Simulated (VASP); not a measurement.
## C: single point with PBEsol

The system is C.

```
CELL_PARAMETERS angstrom
2.47374 0.00000 0.00000
-1.23687 2.14232 0.00000
0.00000 0.00000 4.11898
ATOMIC_POSITIONS crystal
C 0.33333 0.66667 0.99992
C 0.66667 0.33333 0.49992
C 0.33333 0.66667 0.37408
C 0.66667 0.33333 0.87408
```

```yaml
Program: VASP 6.6.1
Task: single point
Functional: PBEsol
Potentials_or_basis: VASP PAW PBE potentials, release 64 (C)
Cutoff: 520 eV
k_mesh: 9 × 9 × 6
Occupations: gaussian, width 0.01 eV
Spin: no spin polarisation
Dipole_correction: no
Further_INCAR_settings: ALGO = Normal; EDIFF = 1e-06; NBANDS = 16
```

* Pressure: 15.7 GPa
* Largest force: 0.006 eV/Å
* Band gap on the k mesh: 2.91 eV, indirect (least direct gap 4.96 eV)

Forces in eV/Å, atoms in the order of the input:
```
C    0.000  0.000  0.006
C    0.000  0.000  0.006
C    0.000  0.000 -0.006
C    0.000  0.000 -0.006
```

Stress tensor (GPa, compression positive):
```
15.58  0.00  0.00
 0.00 15.58  0.00
 0.00  0.00 15.83
```

Levels at points of the mesh, in eV from the valence-band top:
```tsv
k point	band 6	band 7	band 8	band 9	band 10	band 11
(0.00, 0.00, 0.00)	-0.56	0.00	0.00	4.96	4.96	5.38
(0.00, 0.00, 0.50)	-1.94	-1.94	-1.94	7.33	7.33	7.33
```

Run time: 15 s on 1 thread of Intel Xeon 8259CL, with other jobs on the host, peak memory 0.13 GiB.

Caveat: the PAW data sets were made with another functional, which shifts forces and pressure a little. A k mesh can miss the band edges.
